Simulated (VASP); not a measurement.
# LiAg3Cl3 in VASP: notebook

The runs below take LiAg3Cl3 through single point, with PBE.

Program: VASP 6.6.1. These are calculated values, not measurements. Logs are shortened: lines on timing, memory, paths and dates and some standing lists are left out, and cuts for length are marked.

## (1) The cell of the first run

The structure is monoclinic, space group Cm (No. 8). Conventional cell: a = 14.425 Å, b = 3.548 Å, c = 6.812 Å, α = 90.00°, β = 115.03°, γ = 90.00°. Within 3.2 Å of Li (site symmetry m) lie 4 Cl at 2.34 to 2.36 Å and 1 Ag at 3.10 Å. Ag (site symmetry m) has 5 Cl at 2.69 to 3.90 Å and 5 Ag at 2.78 to 3.55 Å and 2 Li at 3.10 to 3.81 Å within 3.9 Å. Within 3.6 Å of Ag (site symmetry m) lie 3 Cl at 2.64 to 3.04 Å and 5 Ag at 2.78 to 3.55 Å. Within 3.4 Å of Ag (site symmetry m) lie 2 Cl at 2.60 Å and 4 Ag at 2.85 to 2.87 Å. Cl (site symmetry m) has 1 Li at 2.35 Å and 3 Ag at 2.60 to 3.04 Å within 3.1 Å. Cl (site symmetry m) has 2 Li at 2.36 Å and 2 Ag at 2.69 Å within 3.1 Å. Within 3.1 Å of Cl (site symmetry m) lie 1 Li at 2.34 Å and 3 Ag at 2.64 to 2.70 Å.

## (2) Single point, PBE

File INCAR:

```
SYSTEM = LiAg3Cl3
ALGO = Normal ; EDIFF = 1E-6
ENCUT = 520 ; GGA = PE
ISIF = 2 ; ISMEAR = 0
LASPH = .TRUE. ; LCHARG = .FALSE.
LREAL = .FALSE. ; LWAVE = .FALSE.
NBANDS = 38 ; NELM = 80
PREC = Accurate ; SIGMA = 0.1
```

File KPOINTS:

```
k-points
0
G
  6 6 4
  0 0 0
```

File POSCAR:

```
LiAg3Cl3
1.0
    7.2123744274     -1.7739957640      0.0000000000
    7.2123744274      1.7739957640      0.0000000000
   -2.8825396569      0.0000000000      6.1723049562
Li Ag Cl
1 3 3
Direct
    0.6437228720      0.6437228720      0.6333012313
    0.5985049674      0.5985049674      0.1456235728
    0.3913060695      0.3913060695      0.0520408919
    0.9662901141      0.9662901141      0.8208282269
    0.4675387639      0.4675387639      0.5421867002
    0.1905755715      0.1905755715      0.4660218006
    0.7479194305      0.7479194305      0.0066975762
```

Potentials or basis: VASP PAW PBE potentials, release 64 (Li_sv, Ag, Cl).

On the command line:

```
$ cat potpaw_PBE.64/Li_sv/POTCAR potpaw_PBE.64/Ag/POTCAR potpaw_PBE.64/Cl/POTCAR > POTCAR
$ mpirun -np 1 vasp_std > vasp.out
```

OUTCAR:

```text
SYSTEM = LiAg3Cl3
   EDIFF = 1E-6
   ENCUT = 520
   GGA = PE
   ISIF = 2
   ISMEAR = 0
   LASPH = .TRUE.
   LREAL = .FALSE.
   NELM = 80
   PREC = Accurate

 ion  position               nearest neighbor table
   1  0.644  0.644  0.633-   7 2.34   5 2.35   6 2.36   6 2.36   2 3.10
   2  0.599  0.599  0.146-   6 2.69   6 2.69   7 2.70   3 2.78   4 2.85   4 2.85   1 3.10
   3  0.391  0.391  0.052-   7 2.64   7 2.64   2 2.78   4 2.87   4 2.87   5 3.04
   4  0.966  0.966  0.821-   5 2.60   5 2.60   2 2.85   2 2.85   3 2.87   3 2.87
   5  0.468  0.468  0.542-   1 2.35   4 2.60   4 2.60   3 3.04
   6  0.191  0.191  0.466-   1 2.36   1 2.36   2 2.69   2 2.69
   7  0.748  0.748  0.007-   1 2.34   3 2.64   3 2.64   2 2.70

  LATTYP: Found a base centered monoclinic cell.
 ALAT       =    14.4247488548
 B/A-ratio  =     0.2459655668
 C/A-ratio  =     0.4722593892
 COS(beta)  =    -0.4231422872

  Lattice vectors:

 A1 = (   7.2123744274,  -1.7739957640,   0.0000000000)
 A2 = (   7.2123744274,   1.7739957640,   0.0000000000)
 A3 = (  -2.8825396569,   0.0000000000,   6.1723049562)

Analysis of symmetry for initial positions (statically):
=====================================================================
 Subroutine PRICEL returns:
 Original cell was already a primitive cell.

 Routine SETGRP: Setting up the symmetry group for a
 base centered monoclinic supercell.

 Subroutine GETGRP returns: Found  2 space group operations
 (whereof  2 operations were pure point group operations)
 out of a pool of  4 trial point group operations.

The static configuration has the point symmetry C_1h.

Analysis of symmetry for dynamics (positions and initial velocities):
=====================================================================
 Subroutine PRICEL returns:
 Original cell was already a primitive cell.

 Routine SETGRP: Setting up the symmetry group for a
 base centered monoclinic supercell.

 Subroutine GETGRP returns: Found  2 space group operations
 (whereof  2 operations were pure point group operations)
 out of a pool of  4 trial point group operations.

The dynamic configuration has the point symmetry C_1h.

 Subroutine INISYM returns: Found  2 space group operations
 (whereof  2 operations are pure point group operations),
 and found     1 'primitive' translations

----------------------------------------------------------------------------------------

                                     Primitive cell

  volume of cell :     157.9458

  direct lattice vectors                    reciprocal lattice vectors
     7.212374427 -1.773995764  0.000000000     0.069325297 -0.281849602  0.032375736
     7.212374427  1.773995764  0.000000000     0.069325297  0.281849602  0.032375736
    -2.882539657  0.000000000  6.172304956     0.000000000  0.000000000  0.162014030

  length of vectors
     7.427341776  7.427341776  6.812223084     0.292050309  0.292050309  0.162014030

  position of ions in fractional coordinates (direct lattice)
     0.643722872  0.643722872  0.633301231
     0.598504967  0.598504967  0.145623573
     0.391306069  0.391306069  0.052040892
     0.966290114  0.966290114  0.820828227
     0.467538764  0.467538764  0.542186700
     0.190575571  0.190575571  0.466021801
     0.747919430  0.747919430  0.006697576

  ion indices of the primitive-cell ions
   primitive index   ion index
                 1           1
                 2           2
                 3           3
                 4           4
                 5           5
                 6           6
                 7           7

----------------------------------------------------------------------------------------

 KPOINTS: k-points

Automatic generation of k-mesh.
 Grid dimensions read from file:
 generate k-points for:    6    6    4

 Generating k-lattice:

  Cartesian coordinates                     Fractional coordinates (reciprocal lattice)
     0.011554216 -0.046974934  0.005395956     0.166666667  0.000000000  0.000000000
     0.011554216  0.046974934  0.005395956     0.000000000  0.166666667  0.000000000
     0.000000000  0.000000000  0.040503507     0.000000000  0.000000000  0.250000000

  Length of vectors
     0.048675052  0.048675052  0.040503507

  Shift w.r.t. Gamma in fractional coordinates (k-lattice)
     0.000000000  0.000000000  0.000000000

 Subroutine IBZKPT returns following result:
 ===========================================

 Found     47 irreducible k-points:

 Following reciprocal coordinates:
            Coordinates               Weight
  0.000000  0.000000  0.000000      1.000000
  0.166667  0.000000  0.000000      4.000000
  0.333333 -0.000000  0.000000      4.000000
  0.500000  0.000000  0.000000      2.000000
  0.166667  0.166667  0.000000      2.000000
  0.333333  0.166667  0.000000      4.000000
[... 16 lines left out ...]
 -0.333333  0.166667  0.250000      4.000000
 -0.166667  0.166667  0.250000      4.000000
 [... further k-points ...]
   k-points           NKPTS =     47   k-points in BZ     NKDIM =     47   number of bands    NBANDS=     38
   number of dos      NEDOS =    301   number of ions     NIONS =      7
   total plane-waves  NPLWV = 169344
   dimension x,y,z NGX =    56 NGY =   56 NGZ =   54
   dimension x,y,z NGXF=   112 NGYF=  112 NGZF=  108
   ions per type =               1   3   3
   NGX,Y,Z   is equivalent  to a cutoff of  12.53, 12.53, 13.18 a.u.
   NGXF,Y,Z  is equivalent  to a cutoff of  25.07, 25.07, 26.36 a.u.
 SYSTEM =  LiAg3Cl3
   PREC   = accura    normal or accurate (medium, high low for compatibility)
   ISTART =      0    job   : 0-new  1-cont  2-samecut
   ICHARG =      2    charge: 1-file 2-atom 10-const
   ISPIN  =      1    spin polarized calculation?
   LNONCOLLINEAR =      F non collinear calculations
   LSORBIT =      F    spin-orbit coupling
   LASPH  =      T    aspherical Exc in radial PAW
   ENCUT  =  520.0 eV  38.22 Ry    6.18 a.u.  13.81 13.81 12.67*2*pi/ulx,y,z
   NELM   =     80;   NELMIN=  2; NELMDL= -5     # of ELM steps
   EDIFF  = 0.1E-05   stopping-criterion for ELM
   LREAL  =      F    real-space projection
   EDIFFG = 0.1E-04   stopping-criterion for IOM
   NSW    =      0    number of steps for IOM
   IBRION =     -1    ionic relax: 0-MD 1-quasi-New 2-CG
   NFREE  =      0    steps in history (QN), initial steepest desc. (CG)
   ISIF   =      2    stress and relaxation
   ISYM   =      2    0-nonsym 1-usesym 2-fastsym
   POTIM  = 0.5000    time-step for ionic-motion
   TEBEG  =    0.0;   TEEND  =   0.0 temperature during run
   PSTRESS=    0.0 pullay stress
   NELECT =      57.0000    total number of electrons
   NUPDOWN=      -1.0000    fix difference up-down
   EMIN   =  10.00;   EMAX   =-10.00  energy-range for DOS
   EFERMI =   0.00;   METHOD = LEGACY
   ISMEAR =     0;   SIGMA  =   0.10  broadening in eV -4-tet -1-fermi 0-gaus
   EFERMI_NEDOS =   21; number of points for ismear=-14 and -15
   IALGO  =     38    algorithm
   IMIX   =      4    mixing-type and parameters
     AMIX     =   0.40;   BMIX     =  1.00
     AMIX_MAG =   1.60;   BMIX_MAG =  1.00
  volume/ion in A,a.u.               =      22.56       152.27
  Fermi-wavevector in a.u.,A,eV,Ry     =   1.165549  2.202567 18.483562  1.358503
  Thomas-Fermi vector in A             =   2.302073
   LORBIT       =      0    0 simple, 1 ext, 2 COOP (PROOUT), +10 PAW based schemes
   GGA     = PE    functional components
   LHFCALC =     F    Hartree Fock is set to
   AEXX    =    0.0000 exact exchange contribution
   IVDW    =     0    specifies the selected vdW correction
   LEPSILON=     F    determine dielectric tensor
   LRPA    =     F    only Hartree local field effects (RPA)
 non-spin polarized calculation
 Gauss-broadening in eV      SIGMA  =   0.10
  energy-cutoff  :      520.00
  volume of cell :      157.95
 maximum number of plane-waves:      4286
   NGX = 27   NGY = 27   NGZ = 25

 number of electron      57.0000002 magnetization

 Free energy of the ion-electron system (eV)
  ---------------------------------------------------
  ext. energy  EPLUGINS =         0.00000000
  ---------------------------------------------------
  free energy    TOTEN  =       -20.37209589 eV

  energy without entropy =      -20.37088493  energy(sigma->0) =      -20.37149041

 E-fermi :   2.7390     XC(G=0):  -9.0785

 val. band max:        2.6395201680   @ k =   0.5000   0.3333   0.5000
 cond. band min:       2.8132279765   @ k =  -0.1667   0.1667   0.0000
 fundamental gap:      0.1737078085
 Fermi energy:         2.7390354715

 k-point     1 :       0.0000    0.0000    0.0000
  band No.  band energies     occupation
      1     -42.1905      2.00000
      2     -12.2592      2.00000
      3     -12.0429      2.00000
      4     -11.9409      2.00000
      5      -2.2399      2.00000
      6      -2.1050      2.00000
[... 30 lines left out ...]
     37      11.4836      0.00000
     38      11.7761      0.00000

 k-point     2 :       0.1667    0.0000    0.0000
  band No.  band energies     occupation
      1     -42.1902      2.00000
      2     -12.1848      2.00000
      3     -11.9910      2.00000
      4     -11.8919      2.00000
      5      -2.0857      2.00000
      6      -2.0145      2.00000
[... 30 lines left out ...]
     37      11.3499      0.00000
     38      11.6216      0.00000

 k-point     3 :       0.3333   -0.0000    0.0000
  band No.  band energies     occupation
      1     -42.1895      2.00000
      2     -12.0248      2.00000
      3     -11.8825      2.00000
      4     -11.7955      2.00000
      5      -2.0701      2.00000
      6      -1.9873      2.00000
[... 30 lines left out ...]
     37      10.1526      0.00000
     38      10.7175      0.00000

 k-point     4 :       0.5000    0.0000    0.0000
  band No.  band energies     occupation
      1     -42.1892      2.00000
      2     -11.9369      2.00000
      3     -11.8255      2.00000
      4     -11.7504      2.00000
      5      -2.1458      2.00000
      6      -2.0216      2.00000
[... 30 lines left out ...]
     37      10.1283      0.00000
     38      10.6392      0.00000
[... 703 lines left out ...]
      4     -11.8099      2.00000
      5      -2.0714      2.00000
      6      -1.9728      2.00000
[... 30 lines left out ...]
     37      10.5842      0.00000
     38      10.9750      0.00000

 k-point    23 :      -0.3333    0.1667    0.2500
  band No.  band energies     occupation
      1     -42.1892      2.00000
      2     -11.9365      2.00000
      3     -11.8252      2.00000
      4     -11.7505      2.00000
      5      -2.1620      2.00000
      6      -2.0166      2.00000
[... 30 lines left out ...]
     37      10.1850      0.00000
     38      11.0433      0.00000

 k-point    24 :      -0.1667    0.1667    0.2500
  band No.  band energies     occupation
      1     -42.1895      2.00000
      2     -12.0153      2.00000
      3     -11.8945      2.00000
      4     -11.7931      2.00000
      5      -2.0760      2.00000
      6      -2.0172      2.00000
[... 30 lines left out ...]
     37      10.4963      0.00000
     38      10.9973      0.00000

 [... further k-points ...]

------------------------ aborting loop because EDIFF is reached ----------------------------------------

  FORCE on cell =-STRESS in cart. coord.  units (eV):
  Direction    XX          YY          ZZ          XY          YZ          ZX
  --------------------------------------------------------------------------------------
  -------------------------------------------------------------------------------------
  Total       -0.1041009     -0.1507229     -0.0804379      0.0000000      0.0000000     -0.0157849
  in kB       -1.0559831     -1.5289094     -0.8159490      0.0000000      0.0000000     -0.1601198
  external PRESSURE =      -1.1336138 kB  Pullay stress =       0.0000000 kB

 VOLUME and BASIS-vectors are now :
 -----------------------------------------------------------------------------
  energy-cutoff  :      520.00
  volume of cell :      157.95
      direct lattice vectors                 reciprocal lattice vectors
     7.212374427 -1.773995764  0.000000000     0.069325297 -0.281849602  0.032375736
     7.212374427  1.773995764  0.000000000     0.069325297  0.281849602  0.032375736
    -2.882539657  0.000000000  6.172304956     0.000000000  0.000000000  0.162014030

 POSITION                                       TOTAL-FORCE (eV/Angst)
 -----------------------------------------------------------------------------------
      7.46002      0.00000      3.90893         0.003263      0.000000      0.004037
      8.21352      0.00000      0.89883         0.011960      0.000000      0.005199
      5.49448      0.00000      0.32121        -0.006372      0.000000     -0.005937
     11.57242      0.00000      5.06640         0.003045      0.000000     -0.000178
      5.18125      0.00000      3.34654        -0.002342      0.000000      0.008936
      1.40568      0.00000      2.87643        -0.003983      0.000000     -0.019523
     10.76924      0.00000      0.04134        -0.005571      0.000000      0.007465
 -----------------------------------------------------------------------------------
    total drift:                               -0.000030      0.000000     -0.001253

  FREE ENERGIE OF THE ION-ELECTRON SYSTEM (eV)
  ---------------------------------------------------
  free  energy   TOTEN  =       -20.3720958882 eV

  energy  without entropy=      -20.3708849337  energy(sigma->0) =      -20.37149041
```

It took 4.7 min on 1 thread of Intel Xeon 6975P-C (Granite Rapids), shared host; peak memory 0.54 GiB.

What came out:

```
Free energy            : -20.3721 eV
Largest force          : 0.020 eV/Å
Band gap on the k mesh : zero (an odd number of electrons rules out a gap without spin polarisation)
```

Forces on the atoms (eV/Å):
```
Li   0.003  0.000  0.004
Ag   0.012  0.000  0.005
Ag  -0.006  0.000 -0.006
Ag   0.003  0.000  0.000
Cl  -0.002  0.000  0.009
Cl  -0.004  0.000 -0.020
Cl  -0.006  0.000  0.007
```

Levels at points of the mesh, in eV from the Fermi level:
```tsv
k point	band 25	band 26	band 27	band 28	band 29	band 30	band 31	band 32	band 33	band 34
(0.00, 0.00, 0.00)	-1.78	-1.54	-1.26	-1.22	-0.87	3.50	4.62	4.64	4.84	5.50
(0.50, 0.00, 0.00)	-2.08	-1.92	-1.76	-1.35	1.23	2.31	4.14	4.85	5.48	6.47
(0.50, 0.50, 0.00)	-1.77	-1.61	-1.16	-0.98	-0.89	1.74	3.93	5.63	6.18	7.03
(0.00, 0.00, 0.50)	-1.90	-1.52	-1.12	-0.94	-0.81	2.51	3.37	5.45	5.82	6.74
(0.50, 0.00, 0.50)	-2.13	-2.02	-1.58	-1.38	1.74	2.37	3.92	4.59	5.48	5.96
(0.50, 0.50, 0.50)	-1.75	-1.49	-1.28	-0.90	-0.68	1.90	3.18	5.47	6.28	7.22
```

Caveat: the cutoff is under 1.25 times the usual one of these potentials, so pressure, stress and relaxed cells hold a basis-set (Pulay) error; an odd number of electrons without spin polarisation forces a metal; a magnetic or distorted state may lie lower.

## (3) Single point, PBE

This run uses another cell than the first one, of the same volume but with other edges.

File INCAR:

```
SYSTEM = LiAg3Cl3
PREC     = Accurate       ! precision mode
ENCUT    = 520            ! plane-wave cutoff, eV
EDIFF    = 1E-6           ! SCF threshold, eV
ISMEAR   = 0              ! smearing method
SIGMA    = 0.2            ! smearing width, eV
LREAL    = .FALSE.        ! projectors in reciprocal space
LASPH    = .TRUE.         ! aspherical terms in the spheres
NELM     = 60             ! most SCF steps
ALGO     = Normal         ! electronic algorithm
ISIF     = 2              ! what is computed and relaxed
LWAVE    = .FALSE.        ! write WAVECAR
LCHARG   = .FALSE.        ! write CHGCAR
GGA      = PE             ! functional
NBANDS   = 38             ! bands
```

File KPOINTS:

```
Automatic mesh
0
G
  6 4 4
  0 0 0
```

File POSCAR:

```
LiAg3Cl3
1.0
    0.0052560567     -3.5147856957      0.4842496971
   -6.8082839174      0.0212766246      0.2306528811
    3.5335563435      0.8718311847     -6.8418216780
Li Ag Cl
1 3 3
Direct
    0.3562771280      0.4427575698      0.8094563385
    0.4013229975      0.0455157205      0.8998921476
    0.6099969893      0.3663308355      0.3142899436
    0.0348211902     -0.0148499187      0.1643218544
    0.5336904576      0.7040112550      0.1618245548
   -0.1912461788      0.1817727402      0.7157509396
    0.2551374163      0.6077607978      0.6010632216
```

Potentials or basis: VASP PAW PBE potentials, release 64 (Li_sv, Ag, Cl).

On the command line:

```
$ cat potpaw_PBE.64/Li_sv/POTCAR potpaw_PBE.64/Ag/POTCAR potpaw_PBE.64/Cl/POTCAR > POTCAR
$ mpirun -np 1 vasp_std > vasp.out
```

Wall time 2.8 min (1 thread of Intel Xeon 6975P-C (Granite Rapids), shared host); peak memory 0.43 GiB.

Results (log left out):

```yaml
Free_energy: -20.3748 eV
Largest_force: 0.015 eV/Å
Band_gap_on_the_k_mesh: zero (an odd number of electrons rules out a gap without spin polarisation)
```

Forces on the atoms (eV/Å):
```
Li  -0.002  0.002  0.006
Ag   0.001  0.001  0.014
Ag  -0.001 -0.004 -0.007
Ag   0.000  0.002  0.002
Cl   0.000  0.001  0.000
Cl   0.012 -0.004 -0.008
Cl  -0.010  0.004 -0.007
```

Levels at points of the mesh, in eV from the Fermi level:
```
           k point  band 25  band 26  band 27  band 28  band 29  band 30  band 31  band 32
(0.00, 0.00, 0.00)    -1.79    -1.56    -1.28    -1.24    -0.89     3.48     4.60     4.63
(0.50, 0.00, 0.00)    -2.09    -1.94    -1.78    -1.37     1.21     2.30     4.12     4.83
(0.00, 0.50, 0.00)    -1.76    -1.51    -1.30    -0.92    -0.69     1.88     3.16     5.46
(0.50, 0.50, 0.00)    -2.15    -2.04    -1.60    -1.40     1.72     2.35     3.90     4.57
(0.00, 0.00, 0.50)    -1.78    -1.63    -1.18    -1.00    -0.91     1.73     3.91     5.61
(0.50, 0.00, 0.50)    -2.09    -1.94    -1.78    -1.37     1.21     2.29     4.13     4.82
(0.00, 0.50, 0.50)    -1.92    -1.53    -1.14    -0.96    -0.82     2.50     3.35     5.43
(0.50, 0.50, 0.50)    -2.15    -2.04    -1.60    -1.40     1.72     2.35     3.91     4.57
```

Caveat: the cutoff is under 1.25 times the usual one of these potentials, so pressure, stress and relaxed cells hold a basis-set (Pulay) error; an odd number of electrons without spin polarisation forces a metal; a magnetic or distorted state may lie lower.
